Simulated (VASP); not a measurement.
# Hf (P6_3/mmc) in VASP: a series of runs

The runs below take Hf through single point, with PBEsol.

Program: VASP 6.6.1. These are calculated values, not measurements. Logs are shortened: lines on timing, memory, paths and dates and some standing lists are left out, and cuts for length are marked.

**1. The cell of the first run**

The structure is hexagonal, space group P6_3/mmc (No. 194). Conventional cell: a = 3.069 Å, b = 3.069 Å, c = 5.058 Å, α = 90.00°, β = 90.00°, γ = 120.00°. Hf (site symmetry -6m2) has 12 Hf at 3.07 to 3.09 Å within 4.0 Å.

**2. Single point, PBEsol**

File INCAR:

```
PREC = Accurate
ENCUT = 500
EDIFF = 1E-6
ISMEAR = -1
SIGMA = 0.05
LREAL = False
LASPH = True
NELM = 120
ALGO = Normal
ISIF = 2
LWAVE = False
LCHARG = False
GGA = PS
NBANDS = 17
GGA_COMPAT = False
```

File KPOINTS:

```
Automatic mesh
0
Gamma
  10 10 5
```

File POSCAR:

```
Hf
1.0
    3.0688320000      0.0000000000      0.0000000000
   -1.5344160000      2.6576864720      0.0000000000
    0.0000000000      0.0000000000      5.0578000000
Hf
2
Direct
    0.6666666667      0.3333333333      0.7500000000
    0.3333333333      0.6666666667      0.2500000000
```

Potentials or basis: VASP PAW PBE potentials, release 64 (Hf_pv).

Started as:

```
> cat potpaw_PBE.64/Hf_pv/POTCAR > POTCAR
> mpirun -np 1 vasp_std > vasp.out
```

OUTCAR:

```text
PREC = Accurate
   ENCUT = 500
   EDIFF = 1E-6
   ISMEAR = -1
   LREAL = False
   LASPH = True
   NELM = 120
   ISIF = 2
   GGA = PS

 ion  position               nearest neighbor table
   1  0.667  0.333  0.750-   2 3.09   2 3.09   2 3.09   2 3.09   2 3.09   2 3.09
   2  0.333  0.667  0.250-   1 3.09   1 3.09   1 3.09   1 3.09   1 3.09   1 3.09

  LATTYP: Found a hexagonal cell.
 ALAT       =     3.0688320000
 C/A-ratio  =     1.6481188934

  Lattice vectors:

 A1 = (   3.0688320000,   0.0000000000,   0.0000000000)
 A2 = (  -1.5344160000,   2.6576864720,   0.0000000000)
 A3 = (   0.0000000000,   0.0000000000,   5.0578000000)

Analysis of symmetry for initial positions (statically):
=====================================================================
 Subroutine PRICEL returns:
 Original cell was already a primitive cell.

 Routine SETGRP: Setting up the symmetry group for a
 hexagonal supercell.

 Subroutine GETGRP returns: Found 24 space group operations
 (whereof 12 operations were pure point group operations)
 out of a pool of 24 trial point group operations.

The static configuration has the point symmetry D_3d.
 The point group associated with its full space group is D_6h.

Analysis of symmetry for dynamics (positions and initial velocities):
=====================================================================
 Subroutine PRICEL returns:
 Original cell was already a primitive cell.

 Routine SETGRP: Setting up the symmetry group for a
 hexagonal supercell.

 Subroutine GETGRP returns: Found 24 space group operations
 (whereof 12 operations were pure point group operations)
 out of a pool of 24 trial point group operations.

The dynamic configuration has the point symmetry D_3d.
 The point group associated with its full space group is D_6h.

 Subroutine INISYM returns: Found 24 space group operations
 (whereof 12 operations are pure point group operations),
 and found     1 'primitive' translations

----------------------------------------------------------------------------------------

                                     Primitive cell

  volume of cell :      41.2514

  direct lattice vectors                    reciprocal lattice vectors
     3.068832000  0.000000000  0.000000000     0.325856873  0.188133553  0.000000000
    -1.534416000  2.657686472  0.000000000     0.000000000  0.376267107  0.000000000
     0.000000000  0.000000000  5.057800000     0.000000000  0.000000000  0.197714421

  length of vectors
     3.068832000  3.068832000  5.057800000     0.376267107  0.376267107  0.197714421
[... 75 lines left out ...]
   ISPIN  =      1    spin polarized calculation?
   LNONCOLLINEAR =      F non collinear calculations
   LSORBIT =      F    spin-orbit coupling
   LASPH  =      T    aspherical Exc in radial PAW
   ENCUT  =  500.0 eV  36.75 Ry    6.06 a.u.   5.60  5.60  9.22*2*pi/ulx,y,z
   NELM   =    120;   NELMIN=  2; NELMDL= -5     # of ELM steps
   EDIFF  = 0.1E-05   stopping-criterion for ELM
   LREAL  =      F    real-space projection
   EDIFFG = 0.1E-04   stopping-criterion for IOM
   NSW    =      0    number of steps for IOM
   IBRION =     -1    ionic relax: 0-MD 1-quasi-New 2-CG
   NFREE  =      0    steps in history (QN), initial steepest desc. (CG)
   ISIF   =      2    stress and relaxation
   ISYM   =      2    0-nonsym 1-usesym 2-fastsym
   POTIM  = 0.5000    time-step for ionic-motion
   TEBEG  =    0.0;   TEEND  =   0.0 temperature during run
   PSTRESS=    0.0 pullay stress
   NELECT =      20.0000    total number of electrons
   NUPDOWN=      -1.0000    fix difference up-down
   EMIN   =  10.00;   EMAX   =-10.00  energy-range for DOS
   EFERMI =   0.00;   METHOD = LEGACY
   ISMEAR =    -1;   SIGMA  =   0.05  broadening in eV -4-tet -1-fermi 0-gaus
   EFERMI_NEDOS =   21; number of points for ismear=-14 and -15
   IALGO  =     38    algorithm
   IMIX   =      4    mixing-type and parameters
     AMIX     =   0.40;   BMIX     =  1.00
     AMIX_MAG =   1.60;   BMIX_MAG =  1.00
  volume/ion in A,a.u.               =      20.63       139.19
  Fermi-wavevector in a.u.,A,eV,Ry     =   1.286092  2.430361 22.504476  1.654032
  Thomas-Fermi vector in A             =   2.418187
   LORBIT       =      0    0 simple, 1 ext, 2 COOP (PROOUT), +10 PAW based schemes
   GGA     = PS    functional components
   LHFCALC =     F    Hartree Fock is set to
   AEXX    =    0.0000 exact exchange contribution
   IVDW    =     0    specifies the selected vdW correction
   LEPSILON=     F    determine dielectric tensor
   LRPA    =     F    only Hartree local field effects (RPA)
 non-spin polarized calculation
  energy-cutoff  :      500.00
  volume of cell :       41.25
 maximum number of plane-waves:      1075
 NGX is ok and might be reduce to    24
   NGX = 11   NGY = 11   NGZ = 19

 number of electron      20.0000003 magnetization

 Free energy of the ion-electron system (eV)
  ---------------------------------------------------
  ext. energy  EPLUGINS =         0.00000000
  ---------------------------------------------------
  free energy    TOTEN  =       -20.96539945 eV

  energy without entropy =      -20.95492969  energy(sigma->0) =      -20.96016457

 E-fermi :   5.2926     XC(G=0): -11.7680

 val. band max:        5.2917436302   @ k =   0.1000   0.1000   0.2000
 cond. band min:       5.3692156743   @ k =   0.3000   0.3000   0.4000
 fundamental gap:      0.0774720441
 Fermi energy:         5.2926215003

 k-point     1 :       0.0000    0.0000    0.0000
  band No.  band energies     occupation
      1     -25.5965      2.00000
      2     -24.6244      2.00000
      3     -24.6244      2.00000
      4     -24.5484      2.00000
      5     -24.4910      2.00000
      6     -24.4910      2.00000
[... 457 lines left out ...]
      4     -24.8797      2.00000
      5     -24.7798      2.00000
      6     -24.6940      2.00000
[... 9 lines left out ...]
     16      11.9597      0.00000
     17      12.9553      0.00000

 [... further k-points ...]
[... 5 lines left out ...]
  --------------------------------------------------------------------------------------
  -------------------------------------------------------------------------------------
  Total        1.7931819      1.7931819      0.2608918      0.0000000     -0.0000000     -0.0000000
  in kB       69.6460383     69.6460383     10.1328725      0.0000000     -0.0000000     -0.0000000
  external PRESSURE =      49.8083164 kB  Pullay stress =       0.0000000 kB

 VOLUME and BASIS-vectors are now :
 -----------------------------------------------------------------------------
  energy-cutoff  :      500.00
  volume of cell :       41.25
      direct lattice vectors                 reciprocal lattice vectors
     3.068832000  0.000000000  0.000000000     0.325856873  0.188133553  0.000000000
    -1.534416000  2.657686472  0.000000000     0.000000000  0.376267107  0.000000000
     0.000000000  0.000000000  5.057800000     0.000000000  0.000000000  0.197714421

 POSITION                                       TOTAL-FORCE (eV/Angst)
 -----------------------------------------------------------------------------------
      1.53442      0.88590      3.79335        -0.000000     -0.000000      0.000000
     -0.00000      1.77179      1.26445         0.000000      0.000000      0.000000
 -----------------------------------------------------------------------------------
    total drift:                                0.000000     -0.000000      0.000000

  FREE ENERGIE OF THE ION-ELECTRON SYSTEM (eV)
  ---------------------------------------------------
  free  energy   TOTEN  =       -20.9653994540 eV

  energy  without entropy=      -20.9549296860  energy(sigma->0) =      -20.96016457
```

stdout:

```text
POSCAR found type information on POSCAR Hf
 POSCAR found :  1 types and       2 ions
 scaLAPACK will be used
 -----------------------------------------------------------------------------
|                                                                             |
|                                                                             |
|     You enforced a specific xc type in the INCAR file but a different       |
|     I HOPE YOU KNOW WHAT YOU ARE DOING!                                     |
|                                                                             |
 -----------------------------------------------------------------------------

 LDA part: xc-table for (Slater+PW92), standard interpolation
 POSCAR, INCAR and KPOINTS ok, starting setup
 FFT: planning ... GRIDC
 FFT: planning ... GRID_SOFT
 FFT: planning ... GRID
 WAVECAR not read
 entering main loop
```

Run time: 32 s. Hardware: 1 thread of Intel Xeon 8259CL, shared host; peak memory 0.17 GiB.

Results:

- Free energy: -20.9654 eV
- Pressure: 5.0 GPa
- Band gap on the k mesh: zero (bands 10 and 11 overlap by 1.52 eV)

Levels at points of the mesh, in eV from the Fermi level:
```csv
k point,band 6,band 7,band 8,band 9,band 10,band 11,band 12,band 13,band 14,band 15
"(0.00, 0.00, 0.00)",-29.78,-7.62,-4.03,0.67,1.10,1.32,1.32,2.11,2.11,3.19
"(0.50, 0.00, 0.00)",-29.93,-3.43,-3.03,-2.53,-0.42,0.76,1.09,1.63,6.81,6.93
```

Caveat: the stress differs along the axes, from 1 to 7 GPa; the PAW data sets were made with another functional, which shifts forces and pressure a little; spin-orbit coupling is left out, which moves the levels of the heavy elements.

**3. Single point, PBEsol**

This run uses another cell than the first one, of 21.49 Å³/atom.

File INCAR:

```
PREC = Accurate
ENCUT = 500
EDIFF = 1E-6
ISMEAR = -1
SIGMA = 0.05
LREAL = F
LASPH = T
NELM = 120
ALGO = Normal
ISIF = 2
LWAVE = F
LCHARG = F
GGA = PS
NBANDS = 17
GGA_COMPAT = F
```

File KPOINTS:

```
regular mesh
0
Gamma
  10 10 5
```

File POSCAR:

```
Hf
1.0
    3.1327660000      0.0000000000      0.0000000000
   -1.5663830000      2.7130549401      0.0000000000
    0.0000000000      0.0000000000      5.0578000000
Hf
2
Direct
    0.6666666667      0.3333333333      0.7500000000
    0.3333333333      0.6666666667      0.2500000000
```

Potentials or basis: VASP PAW PBE potentials, release 64 (Hf_pv).

Started as:

```
> cat potpaw_PBE.64/Hf_pv/POTCAR > POTCAR
> mpirun -np 1 vasp_std > vasp.out
```

Wall time 28 s (1 thread of Intel Xeon 8259CL, shared host); peak memory 0.17 GiB.

It converged, with:

```yaml
Free_energy: -21.0077 eV
Pressure: 0.0 GPa
Band_gap_on_the_k_mesh: zero (bands 10 and 11 overlap by 1.61 eV)
```

Stress tensor (GPa, compression positive):
```
 0.99  0.00  0.00
 0.00  0.99  0.00
 0.00  0.00 -2.09
```

Levels at points of the mesh, in eV from the Fermi level:
```
           k point  band 6  band 7  band 8  band 9  band 10  band 11  band 12  band 13  band 14  band 15
(0.00, 0.00, 0.00)  -29.97   -7.50   -3.87    0.67     1.24     1.24     1.29     2.05     2.05     2.89
(0.50, 0.00, 0.00)  -30.08   -3.39   -2.88   -2.37    -0.61     0.82     0.93     1.65     6.33     6.69
```

Caveat: the PAW data sets were made with another functional, which shifts forces and pressure a little; spin-orbit coupling is left out, which moves the levels of the heavy elements.

**4. Single point, PBEsol**

This run uses another cell than the first one, of 23.28 Å³/atom.

File INCAR:

```
  PREC = Accurate
  ENCUT = 500
  EDIFF = 1E-6
  ISMEAR = -1
  SIGMA = 0.05
  LREAL = F
  LASPH = T
  NELM = 120
  ALGO = Normal
  ISIF = 2
  LWAVE = F
  LCHARG = F
  GGA = PS
  NBANDS = 17
  GGA_COMPAT = F
```

KPOINTS is that of step 3.

File POSCAR:

```
Hf
1.0
    3.2606340000      0.0000000000      0.0000000000
   -1.6303170000      2.8237918765      0.0000000000
    0.0000000000      0.0000000000      5.0578000000
Hf
2
Direct
    0.6666666667      0.3333333333      0.7500000000
    0.3333333333      0.6666666667      0.2500000000
```

Potentials or basis: VASP PAW PBE potentials, release 64 (Hf_pv).

Started as:

```
> cat potpaw_PBE.64/Hf_pv/POTCAR > POTCAR
> mpirun -np 1 vasp_std > vasp.out
```

OUTCAR:

```text
PREC = Accurate
   ENCUT = 500
   EDIFF = 1E-6
   ISMEAR = -1
   LREAL = F
   LASPH = T
   NELM = 120
   ISIF = 2
   GGA = PS

 ion  position               nearest neighbor table
   1  0.667  0.333  0.750-   2 3.15   2 3.15   2 3.15   2 3.15   2 3.15   2 3.15
   2  0.333  0.667  0.250-   1 3.15   1 3.15   1 3.15   1 3.15   1 3.15   1 3.15

  LATTYP: Found a hexagonal cell.
 ALAT       =     3.2606340000
 C/A-ratio  =     1.5511707232

  Lattice vectors:

 A1 = (   3.2606340000,   0.0000000000,   0.0000000000)
 A2 = (  -1.6303170000,   2.8237918765,   0.0000000000)
 A3 = (   0.0000000000,   0.0000000000,   5.0578000000)

Analysis of symmetry for initial positions (statically):
=====================================================================
 Subroutine PRICEL returns:
 Original cell was already a primitive cell.

 Routine SETGRP: Setting up the symmetry group for a
 hexagonal supercell.

 Subroutine GETGRP returns: Found 24 space group operations
 (whereof 12 operations were pure point group operations)
 out of a pool of 24 trial point group operations.

The static configuration has the point symmetry D_3d.
 The point group associated with its full space group is D_6h.

Analysis of symmetry for dynamics (positions and initial velocities):
=====================================================================
 Subroutine PRICEL returns:
 Original cell was already a primitive cell.

 Routine SETGRP: Setting up the symmetry group for a
 hexagonal supercell.

 Subroutine GETGRP returns: Found 24 space group operations
 (whereof 12 operations were pure point group operations)
 out of a pool of 24 trial point group operations.

The dynamic configuration has the point symmetry D_3d.
 The point group associated with its full space group is D_6h.

 Subroutine INISYM returns: Found 24 space group operations
[... 106 lines left out ...]
   TEBEG  =    0.0;   TEEND  =   0.0 temperature during run
   PSTRESS=    0.0 pullay stress
   NELECT =      20.0000    total number of electrons
   NUPDOWN=      -1.0000    fix difference up-down
   EMIN   =  10.00;   EMAX   =-10.00  energy-range for DOS
   EFERMI =   0.00;   METHOD = LEGACY
   ISMEAR =    -1;   SIGMA  =   0.05  broadening in eV -4-tet -1-fermi 0-gaus
   EFERMI_NEDOS =   21; number of points for ismear=-14 and -15
   IALGO  =     38    algorithm
   IMIX   =      4    mixing-type and parameters
     AMIX     =   0.40;   BMIX     =  1.00
     AMIX_MAG =   1.60;   BMIX_MAG =  1.00
  volume/ion in A,a.u.               =      23.28       157.13
  Fermi-wavevector in a.u.,A,eV,Ry     =   1.235149  2.334093 20.756955  1.525593
  Thomas-Fermi vector in A             =   2.369810
   LORBIT       =      0    0 simple, 1 ext, 2 COOP (PROOUT), +10 PAW based schemes
   GGA     = PS    functional components
   LHFCALC =     F    Hartree Fock is set to
   AEXX    =    0.0000 exact exchange contribution
   IVDW    =     0    specifies the selected vdW correction
   LEPSILON=     F    determine dielectric tensor
   LRPA    =     F    only Hartree local field effects (RPA)
 non-spin polarized calculation
  energy-cutoff  :      500.00
  volume of cell :       46.57
 maximum number of plane-waves:      1193
 NGX is ok and might be reduce to    24
   NGX = 11   NGY = 11   NGZ = 19

 number of electron      19.9999999 magnetization

 Free energy of the ion-electron system (eV)
  ---------------------------------------------------
  ext. energy  EPLUGINS =         0.00000000
  ---------------------------------------------------
  free energy    TOTEN  =       -20.91819848 eV

  energy without entropy =      -20.90649070  energy(sigma->0) =      -20.91234459

 E-fermi :   4.4792     XC(G=0): -11.2088

 val. band max:        4.4751944324   @ k =   0.1000   0.1000   0.2000
 cond. band min:       4.4818783945   @ k =   0.1000   0.1000   0.4000
 fundamental gap:      0.0066839621
 Fermi energy:         4.4791745536

 k-point     1 :       0.0000    0.0000    0.0000
  band No.  band energies     occupation
      1     -26.6036      2.00000
      2     -25.9456      2.00000
      3     -25.9456      2.00000
      4     -25.8198      2.00000
      5     -25.8198      2.00000
      6     -25.8088      2.00000
[... 457 lines left out ...]
      4     -26.0828      2.00000
      5     -25.9888      2.00000
      6     -25.9253      2.00000
[... 9 lines left out ...]
     16      10.1025      0.00000
     17      10.8287      0.00000

 [... further k-points ...]
[... 5 lines left out ...]
  --------------------------------------------------------------------------------------
  -------------------------------------------------------------------------------------
  Total       -2.4487529     -2.4487529     -1.9784773     -0.0000000      0.0000000      0.0000000
  in kB      -84.2479140    -84.2479140    -68.0683580     -0.0000000      0.0000000      0.0000000
  external PRESSURE =     -78.8547286 kB  Pullay stress =       0.0000000 kB

 VOLUME and BASIS-vectors are now :
 -----------------------------------------------------------------------------
  energy-cutoff  :      500.00
  volume of cell :       46.57
      direct lattice vectors                 reciprocal lattice vectors
     3.260634000  0.000000000  0.000000000     0.306688822  0.177066874  0.000000000
    -1.630317000  2.823791877  0.000000000     0.000000000  0.354133748  0.000000000
     0.000000000  0.000000000  5.057800000     0.000000000  0.000000000  0.197714421

 POSITION                                       TOTAL-FORCE (eV/Angst)
 -----------------------------------------------------------------------------------
      1.63032      0.94126      3.79335        -0.000000     -0.000000      0.000000
     -0.00000      1.88253      1.26445         0.000000      0.000000      0.000000
 -----------------------------------------------------------------------------------
    total drift:                               -0.000000      0.000000     -0.000000

  FREE ENERGIE OF THE ION-ELECTRON SYSTEM (eV)
  ---------------------------------------------------
  free  energy   TOTEN  =       -20.9181984830 eV

  energy  without entropy=      -20.9064906995  energy(sigma->0) =      -20.91234459
```

OSZICAR:

```text
N       E                     dE             d eps       ncg     rms          rms(c)
DAV:   1     0.477857379715E+02    0.47786E+02   -0.11197E+04  1428   0.108E+03
DAV:   2    -0.198696382707E+02   -0.67655E+02   -0.65930E+02  1832   0.242E+02
DAV:   3    -0.217545425886E+02   -0.18849E+01   -0.18537E+01  1853   0.268E+01
DAV:   4    -0.217707214789E+02   -0.16179E-01   -0.16170E-01  1809   0.300E+00
DAV:   5    -0.217708984168E+02   -0.17694E-03   -0.17690E-03  1883   0.278E-01    0.635E+01
DAV:   6    -0.211426731042E+02    0.62823E+00   -0.59889E-01  1671   0.472E+00    0.373E+01
DAV:   7    -0.209299821423E+02    0.21269E+00   -0.95324E-01  1782   0.571E+00    0.184E+00
DAV:   8    -0.209181124394E+02    0.11870E-01   -0.61614E-02  1654   0.157E+00    0.249E-01
DAV:   9    -0.209182083397E+02   -0.95900E-04   -0.12687E-03  1959   0.252E-01    0.188E-01
DAV:  10    -0.209181978201E+02    0.10520E-04   -0.55392E-05  1703   0.487E-02    0.193E-01
DAV:  11    -0.209181984830E+02   -0.66286E-06   -0.52965E-06  1829   0.154E-02
   1 F= -.20918198E+02 E0= -.20912345E+02  d E =-.117078E-01
```

Wall time 36 s (1 thread of Intel Xeon 8259CL, shared host); peak memory 0.17 GiB.

What came out:

```yaml
Free_energy: -20.9182 eV
Pressure: -7.9 GPa
Band_gap_on_the_k_mesh: zero (bands 10 and 11 overlap by 1.42 eV)
```

Levels at points of the mesh, in eV from the Fermi level:
```
           k point  band 7  band 8  band 9  band 10  band 11  band 12  band 13  band 14
(0.00, 0.00, 0.00)   -7.24   -3.53    0.71     1.12     1.12     1.60     1.95     1.95
(0.50, 0.00, 0.00)   -3.31   -2.60   -2.07    -0.91     0.66     0.93     1.72     5.50
```

Caveat: the cell stands under tension; the PAW data sets were made with another functional, which shifts forces and pressure a little; spin-orbit coupling is left out, which moves the levels of the heavy elements.

**5. Summary**

| cell | gap on the mesh (eV) | pressure (GPa) |
| --- | --- | --- |
| a = 3.069, b = 3.069, c = 5.058 Å, angles 90.0, 90.0, 120.0°, 2 atoms | none | 5.0 |
| a = 3.133, b = 3.133, c = 5.058 Å, angles 90.0, 90.0, 120.0°, 2 atoms | none | 0.0 |
| a = 3.261, b = 3.261, c = 5.058 Å, angles 90.0, 90.0, 120.0°, 2 atoms | none | -7.9 |

Alike in all rows: task single point; level PBEsol; potentials or basis VASP PAW PBE potentials, release 64 (Hf_pv); no spin polarisation; k mesh 10 × 10 × 5; cutoff (eV) 500; smearing fermi-dirac 0.05 eV.

Caveats: the PAW data sets were made with another functional, which shifts forces and pressure a little; spin-orbit coupling is left out, which moves the levels of the heavy elements; the stress differs along the axes, from 1 to 7 GPa (at least some runs); the cell stands under tension (at least some runs).

Absolute energies hang on the potentials; compare differences alone.

The gap in the log of VASP goes by the Fermi energy; the results here count the filled bands.